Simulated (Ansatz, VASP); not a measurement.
**WSe2 in VASP and in Ansatz**

Contents of INCAR:

```
PREC = Accurate
ENCUT = 520
EDIFF = 1E-6
ISMEAR = 0
SIGMA = 0.05
LREAL = F
LASPH = T
NELM = 100
ALGO = Normal
ISIF = 2
LWAVE = F
LCHARG = F
GGA = PS
NBANDS = 35
```

The input KPOINTS:

```
regular mesh
0
Gamma
  9 9 2
```

POSCAR

```
WSe2
1.0
   -3.2711504052      0.0000000000      0.0000000000
   -1.6355752026     -2.8328993505      0.0000000000
   -2.8620930470     -1.6524301911     13.2206689562
W Se
2 4
Direct
    0.0047604433      0.0047604433      0.5633000000
    0.6297437767      0.6297437767      0.0633000000
   -0.2130357161     -0.2130357161      0.9366861811
    0.4119476172      0.4119476172      0.4366861811
    0.2225566028      0.2225566028      0.1899138189
    0.2642399361      0.2642399361      0.6899138189
```

Input for Ansatz:

```yaml
crystal:
  lattice:
    - [-3.2711504052, 0.0, 0.0]
    - [-1.6355752026, -2.8328993505, 0.0]
    - [-2.862093047, -1.6524301911, 13.2206689562]
  atoms:
    - { symbol: W, position: [0.0047604433, 0.0047604433, 0.5633] }
    - { symbol: W, position: [0.6297437767, 0.6297437767, 0.0633] }
    - { symbol: Se, position: [-0.2130357161, -0.2130357161, 0.9366861811] }
    - { symbol: Se, position: [0.4119476172, 0.4119476172, 0.4366861811] }
    - { symbol: Se, position: [0.2225566028, 0.2225566028, 0.1899138189] }
    - { symbol: Se, position: [0.2642399361, 0.2642399361, 0.6899138189] }
basis:
  ecutwfc: 420
kpoints:
  mp_grid: { grid: [9, 9, 2] }
hamiltonian:
  xc: pbesol
scf:
  occupations: { method: gaussian, width: 0.05 }
output:
  forces: true
  stress: true
  eigenvalues: true
```

Alike in both runs: task single point; functional PBEsol; k mesh 9 × 9 × 2; occupations gaussian, width 0.05 eV; no spin polarisation.

|  | VASP | Ansatz |
| --- | --- | --- |
| version | VASP 6.6.1 | Ansatz 0.2.0 |
| potentials or method | VASP PAW PBE potentials, release 64 (W_sv, Se), cutoff 520 eV | scalar-relativistic, plane waves, PAW |
| valence electrons in the cell | 52 | 92 |

Ansatz gave:

```
gap on the k mesh at the Fermi level (eV) : 0.35
least direct gap on the mesh (eV)         : 0.63
rms of the force components (eV/Å)        : 13.102
```

Task: Which values does VASP return?

Result: gap on the k mesh at the Fermi level (eV): 0.35; least direct gap on the mesh (eV): 0.63; rms of the force components (eV/Å): 13.179.

VASP's potentials were made for PBE, not for PBEsol. Atom by atom the forces differ by 0.082 eV/Å (rms over components). With one functional, cell and mesh, what is left measures potentials, basis and numerics. VASP's potentials hold 52 valence electrons a cell and Ansatz's 92, so a difference there can come from the potentials and not from the codes.

Neither program's run includes spin-orbit coupling.
